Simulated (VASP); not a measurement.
Runs of VASP 6.6.1 on SiC. The structure is that of space group P6_3mc (No. 186), or close to it. The cells are those of the table. 

| cell | gap on the mesh (eV) | pressure (GPa) |
| --- | --- | --- |
| atoms relaxed from a = 3.254, b = 3.254, c = 5.132 Å, angles 90.0, 90.0, 120.0°, 4 atoms | 2.12 | -25.0 |
| atoms relaxed from a = 3.136, b = 3.136, c = 5.146 Å, angles 90.0, 90.0, 120.0°, 4 atoms | (a) | -14.9 |
| atoms relaxed from a = 3.056, b = 3.056, c = 5.016 Å, angles 90.0, 90.0, 120.0°, 4 atoms | 2.12 | 0.4 |
| atoms relaxed from a = 3.053, b = 3.053, c = 5.429 Å, angles 90.0, 90.0, 120.0°, 4 atoms | 1.84 | -13.5 |
| atoms relaxed from a = 3.298, b = 3.298, c = 4.996 Å, angles 90.0, 90.0, 120.0°, 4 atoms | 1.68 | -24.5 |

Alike in all rows: task relaxation of the atoms; level LDA; potentials or basis VASP PAW LDA potentials, release 64 (Si, C); no spin polarisation; k mesh 12 × 12 × 6; cutoff (eV) 520; smearing gaussian 0.05 eV.

Task: Fill in the values left out.

Result: (a) 2.25.

A k mesh can miss the band edges.
